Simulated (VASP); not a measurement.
Input of a VASP 6.6.1 run:

INCAR

```
SYSTEM = Si2Mo
PREC     = Accurate       ! precision mode
ENCUT    = 600            ! plane-wave cutoff, eV
EDIFF    = 1E-7           ! SCF threshold, eV
ISMEAR   = -1             ! smearing method
SIGMA    = 0.05           ! smearing width, eV
LREAL    = .False.        ! projectors in reciprocal space
LASPH    = .True.         ! aspherical terms in the spheres
NELM     = 80             ! most SCF steps
ALGO     = Normal         ! electronic algorithm
ISIF     = 3              ! what is computed and relaxed
LWAVE    = .False.        ! write WAVECAR
LCHARG   = .False.        ! write CHGCAR
GGA      = RP             ! functional
IBRION   = 2              ! ionic algorithm
NSW      = 60             ! ionic steps
EDIFFG   = -0.01          ! ionic threshold
```

File KPOINTS:

```
regular mesh
0
Gamma
  5 5 3
  0 0 0
```

POSCAR

```
Si2Mo
1.0
    4.5854715599      0.0000000000      0.0000000000
   -2.2927357800      3.9711348592      0.0000000000
    0.0000000000      0.0000000000      6.5797601000
Mo Si
3 6
Direct
    0.5000000000      0.5000000000      0.8333333333
    0.0000000000      0.5000000000      0.1666666667
    0.5000000000      0.0000000000      0.5000000000
    0.1638729800      0.3277459600      0.5000000000
    0.6722540400      0.8361270200      0.1666666667
    0.8361270200      0.1638729800      0.8333333333
    0.8361270200      0.6722540400      0.5000000000
    0.3277459600      0.1638729800      0.1666666667
    0.1638729800      0.8361270200      0.8333333333
```

Potentials or basis: VASP PAW PBE potentials, release 64 (Mo_sv, Si).

Command:

```bash
$ cat potpaw_PBE.64/Mo_sv/POTCAR potpaw_PBE.64/Si/POTCAR > POTCAR
$ mpirun -np 1 vasp_std > vasp.out
```

(1) Estimate the relaxed volume.

(2) What does it give for the relaxed cell?

## Answers

(1) 13.69 Å³/atom.

(2) a = 4.632 Å, b = 4.632 Å, c = 6.630 Å, α = 90.00°, β = 90.00°, γ = 120.00°.

Caveat: the PAW data sets were made with another functional, which shifts forces and pressure a little.
